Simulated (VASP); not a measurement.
AlN, 4 atoms in the cell. Symmetry: P6_3/mmc, No. 194, hexagonal system. The conventional cell has a = 3.312 Å, b = 3.312 Å, c = 4.188 Å, α = 90.00°, β = 90.00°, γ = 120.00°. Al (site symmetry -6m2) has 5 N at 1.91 to 2.09 Å within 2.5 Å. N (site symmetry -6m2) has 5 Al at 1.91 to 2.09 Å within 2.5 Å. 

* Program: VASP 6.6.1
* Task: single point
* Functional: r2SCAN
* Potentials or basis: VASP PAW PBE potentials, release 64 (Al, N)
* Cutoff: 520 eV
* k mesh: 12 × 12 × 6
* Occupations: gaussian, width 0.01 eV
* Spin: no spin polarisation
* Dipole correction: no
* Further INCAR settings: ALGO = Normal; EDIFF = 1e-06; NBANDS = 16

Potentials or basis: VASP PAW PBE potentials, release 64 (Al, N).

Command:

```console
$ cat potpaw_PBE.64/Al/POTCAR potpaw_PBE.64/N/POTCAR > POTCAR
$ cp INCAR.step1 INCAR
$ mpirun -np 1 vasp_std > vasp.out
$ cp INCAR.step2 INCAR
$ mpirun -np 1 vasp_std > vasp.out
```

Hardware: 1 thread of Intel Xeon 8259CL, with other jobs on the host.

Estimate the wall time of this run.

Wall time 4 min on 1 thread of Intel Xeon 8259CL, with other jobs on the host, peak memory 0.19 GiB. Counts: k points 76.
